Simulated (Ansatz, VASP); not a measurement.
**BN in VASP and in Ansatz**

The input INCAR:

```
SYSTEM = BN
  PREC = Accurate
  ENCUT = 520
  EDIFF = 1E-6
  ISMEAR = -1
  SIGMA = 0.05
  LREAL = .False.
  LASPH = .True.
  NELM = 100
  ALGO = Normal
  ISIF = 2
  LWAVE = .False.
  LCHARG = .False.
  LDIPOL = .True.
  IDIPOL = 3
  DIPOL = 0.5 0.5 0.500
  GGA = PE
  NBANDS = 26
```

The input KPOINTS:

```
Automatic mesh
0
Gamma
  12 12 1
  0 0 0
```

Contents of POSCAR:

```
BN
1.0
    2.5017062525      0.0000000000      0.0000000000
    1.2492946936      2.1674401819      0.0000000000
    0.0000000000      0.0000000000     25.4859474900
B N
4 4
Direct
    0.4999513500      0.4999513500      0.2942798184
    0.9999513500      0.9999513500      0.4314266061
    0.4999513500      0.4999513500      0.5685733939
    0.9999513500      0.9999513500      0.7057201816
    0.8333486600      0.8333486600      0.2942798184
    0.3333486600      0.3333486600      0.4314266061
    0.8333486600      0.8333486600      0.5685733939
    0.3333486600      0.3333486600      0.7057201816
```

Contents of input.yaml:

```yaml
crystal:
  lattice:
    - [2.5017062525, 0.0, 0.0]
    - [1.2492946936, 2.1674401819, 0.0]
    - [0.0, 0.0, 25.48594749]
  atoms:
    - { symbol: B, position: [0.49995135, 0.49995135, 0.2942798184] }
    - { symbol: "N", position: [0.83334866, 0.83334866, 0.2942798184] }
    - { symbol: B, position: [0.99995135, 0.99995135, 0.4314266061] }
    - { symbol: "N", position: [0.33334866, 0.33334866, 0.4314266061] }
    - { symbol: B, position: [0.49995135, 0.49995135, 0.5685733939] }
    - { symbol: "N", position: [0.83334866, 0.83334866, 0.5685733939] }
    - { symbol: B, position: [0.99995135, 0.99995135, 0.7057201816] }
    - { symbol: "N", position: [0.33334866, 0.33334866, 0.7057201816] }
hamiltonian:
  xc: pbe
  pseudopotentials: { kind: paw }
kpoints:
  mp_grid: { grid: [12, 12, 1] }
scf:
  occupations: { method: fermi_dirac, width: 0.05 }
output:
  forces: true
  eigenvalues: true
  write_density: true
  write_potential: true
  elf: true
  volumetric_format: npy
efield:
  axis: 3
  dipole_correction: true
  ramp_width: 0.04
```

Alike in both runs: task single point; functional PBE; k mesh 12 × 12 × 1; occupations fermi-dirac, width 0.05 eV; no spin polarisation.

|  | VASP | Ansatz |
| --- | --- | --- |
| version | VASP 6.6.1 | Ansatz 0.2.0 |
| potentials or method | VASP PAW PBE potentials, release 64 (B, N) | Ansatz PAW |
| plane-wave cutoff (eV) | 520 | 420 |
| valence electrons in the cell | 32 | 32 |

```csv
,VASP,Ansatz,Ansatz less VASP
gap on the k mesh at the Fermi level (eV),4.01,4.01,+0.008
least direct gap on the mesh (eV),4.37,4.37,+0.003
rms of the force components (eV/Å),0.013,0.013,0.0000
```

With one functional, cell and mesh, what is left measures potentials, basis and numerics.
